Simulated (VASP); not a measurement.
Set up this calculation in VASP 6.6.1, as the native input.

| Item | Value |
| --- | --- |
| Task | electric field gradients |
| Functional | LDA |
| Potentials or basis | VASP PAW LDA potentials, release 64 (C) |
| Cutoff | 520 eV |
| k mesh | 16 × 16 × 16 |
| Occupations | fermi-dirac, width 0.03 eV |
| Spin | no spin polarisation |
| Dipole correction | no |
| Further INCAR settings | ALGO = Normal; EDIFF = 1e-08; NBANDS = 11 |

The structure of C lies in POSCAR:

```
C
1.0
    0.0178340000      1.7923170000      1.7923170000
    1.7923170000      0.0178340000      1.7923170000
    1.7923170000      1.7923170000      0.0178340000
C
2
Direct
    0.5000000000      0.5000000000      0.5000000000
    0.7500000000      0.7500000000      0.7500000000
```

This cell differs from its parent crystal: equal xy, yz and zx shear strains of +1 %.

The input as run:

INCAR

```
ALGO = Normal
EDIFF = 1E-8
ENCUT = 520
GGA = CA
GGA_COMPAT = F
ISIF = 2
ISMEAR = -1
LASPH = T
LCHARG = F
LEFG = T
LREAL = F
LWAVE = F
NBANDS = 11
NELM = 120
PREC = Accurate
SIGMA = 0.03
```

KPOINTS

```
k-points
0
Gamma
  16 16 16
```

Potentials or basis: VASP PAW LDA potentials, release 64 (C).

Run with:

```sh
$ cat potpaw_LDA.64/C/POTCAR > POTCAR
$ mpirun -np 1 vasp_std > vasp.out
```

Results of the run:

* Pressure: -11.5 GPa
* Largest force: 0.035 eV/Å
* Band gap on the k mesh: 4.08 eV (least direct gap 5.22 eV)
* Largest electric field gradient by atom: C +2.2 V/Å²

Caveat: the cell differs from its parent crystal (equal xy, yz and zx shear strains of +1 %); the cell stands under tension; without QUAD_EFG the Cq values of the log hold for a quadrupole moment of 1 mb, not for the nuclei.

Run time: 38 s on 1 thread of Intel(R) Xeon(R) Platinum 8259CL CPU @ 2.50GHz (Skylake/Cascade Lake), on a shared host, peak memory 0.14 GiB.
